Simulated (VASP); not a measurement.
# Li: density of states with LDA

Crystal: Li.

```
Li
1.0
     2.52805    0.00000    0.00000
     0.00000    2.52805    0.00000
     0.00000    0.00000    2.52805
Li
1
Cartesian
  0.0000 0.0000 0.0000
```

This cell differs from its parent crystal: volume scaled by 0.85.

```json
{
  "Program": "VASP 6.6.1",
  "Task": "density of states",
  "Functional": "LDA",
  "Potentials or basis": "VASP PAW LDA potentials, release 64 (Li_sv)",
  "Cutoff": "520 eV",
  "k mesh": "14 × 14 × 14",
  "Occupations": "fermi-dirac, width 0.05 eV",
  "Spin": "no spin polarisation",
  "Dipole correction": "no",
  "k mesh for the DOS": "21 × 21 × 21",
  "Occupations for the DOS": "tetrahedron",
  "Further INCAR settings": "ALGO = Normal; EDIFF = 1e-07"
}
```

```yaml
Valence_electrons_inside_the_program's_atomic_spheres: Li 2.11
```

Levels at points of the mesh, in eV from the Fermi level:
```csv
k point,band 1,band 2,band 3,band 4,band 5
"(0.00, 0.00, 0.00)",-45.60,-3.67,13.83,13.83,13.83
```

Wall time 12 s on 1 thread of AMD EPYC 9R45 96-Core Processor (Zen 5) (shared host), peak memory 0.1 GiB.
